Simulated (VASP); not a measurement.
# W in VASP: further runs, part 2 of 2

VASP 6.6.1.

**4. Single point, PBE (x and y stretched by -2 %, z held)**

File INCAR:

```
PREC     = Accurate       # precision mode
ENCUT    = 520            # plane-wave cutoff, eV
EDIFF    = 1E-6           # SCF threshold, eV
ISMEAR   = -1             # smearing method
SIGMA    = 0.03           # smearing width, eV
LREAL    = F              # projectors in reciprocal space
LASPH    = T              # aspherical terms in the spheres
NELM     = 100            # most SCF steps
ALGO     = Normal         # electronic algorithm
ISIF     = 2              # what is computed and relaxed
LWAVE    = F              # write WAVECAR
LCHARG   = F              # write CHGCAR
GGA      = PE             # functional
NBANDS   = 13             # bands
```

File KPOINTS:

```
regular mesh
0
Gamma
  14 14 14
```

File POSCAR:

```
W
1.0
   -1.5653540000      1.5653540000      1.5973000000
    1.5653540000     -1.5653540000      1.5973000000
    1.5653540000      1.5653540000     -1.5973000000
W
1
Direct
    0.0000000000      0.0000000000      0.0000000000
```

Potentials or basis: VASP PAW PBE potentials, release 64 (W_sv).

Run with:

```
> cat potpaw_PBE.64/W_sv/POTCAR > POTCAR
> mpirun -np 1 vasp_std > vasp.out
```

OUTCAR:

```text
PREC = Accurate
   ENCUT = 520
   EDIFF = 1E-6
   ISMEAR = -1
   LREAL = F
   LASPH = T
   NELM = 100
   ISIF = 2
   GGA = PE

 ion  position               nearest neighbor table
   1  0.000  0.000  0.000-

  LATTYP: Found a body centered tetragonal cell.
 ALAT       =     3.1307080000
 C/A-ratio  =     1.0204081633

  Lattice vectors:

 A1 = (  -1.5653540000,   1.5653540000,   1.5973000000)
 A2 = (   1.5653540000,  -1.5653540000,   1.5973000000)
 A3 = (   1.5653540000,   1.5653540000,  -1.5973000000)

Analysis of symmetry for initial positions (statically):
=====================================================================
 Subroutine PRICEL returns:
 Original cell was already a primitive cell.

 Routine SETGRP: Setting up the symmetry group for a
 body centered tetragonal supercell.

 Subroutine GETGRP returns: Found 16 space group operations
 (whereof 16 operations were pure point group operations)
 out of a pool of 16 trial point group operations.

The static configuration has the point symmetry D_4h.

Analysis of symmetry for dynamics (positions and initial velocities):
[... 160 lines left out ...]
 fundamental gap:      0.0214808753
 Fermi energy:        11.7170060132

 k-point     1 :       0.0000    0.0000    0.0000
  band No.  band energies     occupation
      1     -62.5515      2.00000
      2     -26.0962      2.00000
      3     -26.0925      2.00000
      4     -26.0925      2.00000
      5       1.9191      2.00000
      6      10.2857      2.00000
      7      10.2857      2.00000
      8      10.5524      2.00000
      9      13.7242      0.00000
     10      14.0909      0.00000
     11      25.9146      0.00000
     12      26.3071      0.00000
     13      26.3071      0.00000
[... 354 lines left out ...]
  band No.  band energies     occupation
      1     -62.4285      2.00000
      2     -27.1752      2.00000
      3     -26.5053      2.00000
      4     -26.1761      2.00000
      5       5.9204      2.00000
      6       8.4907      2.00000
      7       9.6118      2.00000
      8      13.3278      0.00000
      9      14.5755      0.00000
     10      16.7986      0.00000
     11      24.2065      0.00000
     12      26.3374      0.00000
     13      29.7912      0.00000

 [... further k-points ...]
[... 5 lines left out ...]
  --------------------------------------------------------------------------------------
  -------------------------------------------------------------------------------------
  Total        1.1992057      1.1992057      0.7387461      0.0000000     -0.0000000      0.0000000
  in kB      122.7248927    122.7248927     75.6021524      0.0000000     -0.0000000      0.0000000
  external PRESSURE =     107.0173126 kB  Pullay stress =       0.0000000 kB

 VOLUME and BASIS-vectors are now :
 -----------------------------------------------------------------------------
  energy-cutoff  :      520.00
  volume of cell :       15.66
      direct lattice vectors                 reciprocal lattice vectors
    -1.565354000  1.565354000  1.597300000     0.000000000  0.319416566  0.313028235
     1.565354000 -1.565354000  1.597300000     0.319416566  0.000000000  0.313028235
     1.565354000  1.565354000 -1.597300000     0.319416566  0.319416566  0.000000000

 POSITION                                       TOTAL-FORCE (eV/Angst)
 -----------------------------------------------------------------------------------
      0.00000      0.00000      0.00000        -0.000000     -0.000000     -0.000000
 -----------------------------------------------------------------------------------
    total drift:                                0.000000     -0.000000      0.000000

  FREE ENERGIE OF THE ION-ELECTRON SYSTEM (eV)
  ---------------------------------------------------
  free  energy   TOTEN  =       -12.9273697933 eV

  energy  without entropy=      -12.9249747103  energy(sigma->0) =      -12.92617225
```

stdout:

```text
POSCAR found type information on POSCAR W
 POSCAR found :  1 types and       1 ions
 scaLAPACK will be used
 LDA part: xc-table for (Slater+PW92), standard interpolation
 POSCAR, INCAR and KPOINTS ok, starting setup
 FFT: planning ... GRIDC
 FFT: planning ... GRID_SOFT
 FFT: planning ... GRID
 WAVECAR not read
 entering main loop
```

Wall time 54 s (1 thread of Intel Xeon 8259CL, shared host); peak memory 0.16 GiB.

What came out:

| Quantity | Value |
| --- | --- |
| Free energy | -12.9274 eV |
| Pressure | 10.7 GPa |
| Band gap on the k mesh | zero (band 7 reaches 16.82 eV, above the bottom of band 8 at 10.52 eV) |

Stress tensor (GPa, compression positive):
```
12.27  0.00  0.00
 0.00 12.27  0.00
 0.00  0.00  7.56
```

Caveat: the cell differs from its parent crystal (x and y stretched by -2 %, z held); spin-orbit coupling is left out, which moves the levels of the heavy elements.

**5. Single point, PBE (equal xy, yz and zx shear strains of +3 %)**

File INCAR:

```
PREC = Accurate
ENCUT = 520
EDIFF = 1E-7
ISMEAR = -1
SIGMA = 0.03
LREAL = False
LASPH = True
NELM = 60
ALGO = Normal
ISIF = 2
LWAVE = False
LCHARG = False
GGA = PE
NBANDS = 13
```

KPOINTS is that of step 4.

File POSCAR:

```
W
1.0
   -1.5493810000      1.5973000000      1.5973000000
    1.5973000000     -1.5493810000      1.5973000000
    1.5973000000      1.5973000000     -1.5493810000
W
1
Direct
    0.0000000000      0.0000000000      0.0000000000
```

Run with:

```
> cat potpaw_PBE.64/W_sv/POTCAR > POTCAR
> mpirun -np 1 vasp_std > vasp.out
```

Wall time 75 s (1 thread of Intel Xeon 8259CL, shared host); peak memory 0.17 GiB.

Results (log left out):

| Quantity | Value |
| --- | --- |
| Free energy | -12.9293 eV |
| Pressure | -2.0 GPa |
| Band gap on the k mesh | zero (band 7 reaches 15.35 eV, above the bottom of band 8 at 10.23 eV) |

Stress tensor (GPa, compression positive):
```
-1.95 -3.76 -3.76
-3.76 -1.95 -3.76
-3.76 -3.76 -1.95
```

Levels at points of the mesh, in eV from the Fermi level:
| k point | band 4 | band 5 | band 6 | band 7 | band 8 | band 9 | band 10 | band 11 |
| --- | --- | --- | --- | --- | --- | --- | --- | --- |
| (0.00, 0.00, 0.00) | -37.89 | -9.59 | -1.59 | -1.59 | -0.77 | 2.15 | 2.15 | 14.10 |
| (0.50, 0.00, 0.00) | -37.90 | -6.23 | -3.63 | 0.26 | 2.16 | 3.12 | 5.54 | 10.24 |
| (0.50, 0.50, 0.00) | -37.94 | -6.18 | -3.49 | 0.73 | 1.82 | 2.68 | 6.00 | 10.92 |
| (0.50, 0.50, 0.50) | -38.66 | -5.72 | -5.72 | 4.19 | 5.18 | 5.18 | 7.63 | 8.10 |

Caveat: the cell differs from its parent crystal (equal xy, yz and zx shear strains of +3 %); spin-orbit coupling is left out, which moves the levels of the heavy elements.

**6. Summary**

```tsv
spin	cell	gap on the mesh (eV)	pressure (GPa)
non-collinear, zero start, SOC	a = 2.767 Å, angles 109.5°, 1 atom	-	-1.3
off	a = 2.767 Å, angles 109.5°, 1 atom	none	-2.1
off	a = 2.730 Å, angles 110.0, 110.0, 108.4°, 1 atom	none	10.7
off	a = 2.739 Å, angles 108.6°, 1 atom	none	-2.0
```

Alike in all rows: task single point; level PBE; potentials or basis VASP PAW PBE potentials, release 64 (W_sv); k mesh 14 × 14 × 14; cutoff (eV) 520; smearing fermi-dirac 0.03 eV.

Caveats: spin-orbit coupling is left out, which moves the levels of the heavy elements (some runs).

Absolute energies hang on the potentials; compare differences alone.
